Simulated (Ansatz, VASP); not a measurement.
Two plane-wave programs on W

```
W
1.0
    -1.65699    1.58376    1.58376
     1.58376   -1.65699    1.58376
     1.58376    1.58376   -1.65699
W
1
Cartesian
  0.0000 0.0000 0.0000
```

Change from the starting cell: equal engineering shear yz, xz and xy -0.0467, equal normal strain along x, y and z +0.0100.

Alike in both runs: task single point; functional LDA; k mesh 20 × 20 × 20; occupations gaussian, width 0.15 eV; no spin polarisation.

|  | VASP | Ansatz |
| --- | --- | --- |
| version | VASP 6.6.1 | Ansatz 0.2.0 |
| potentials or method | VASP PAW LDA potentials, release 64 (W_sv), cutoff 520 eV | scalar-relativistic, plane waves, PAW |
| valence electrons in the cell | 14 | 14 |

|  | VASP | Ansatz | Ansatz less VASP |
| --- | --- | --- | --- |
| gap on the k mesh at the Fermi level (eV) | none | none | - |
| pressure (GPa) | -6.2 | -7.9 | -1.73 |
| traceless stress, the component that is largest in VASP (GPa) | 7.87 | 7.69 | -0.180 |

Ansatz warns that its potentials were made for another functional, while VASP's fit it. LDA's correlation is that of Perdew and Zunger in VASP and of Perdew and Wang (1992) in Ansatz. A gap of «none» marks a metal or a gap that the smearing closes.

Spin-orbit coupling is off throughout.
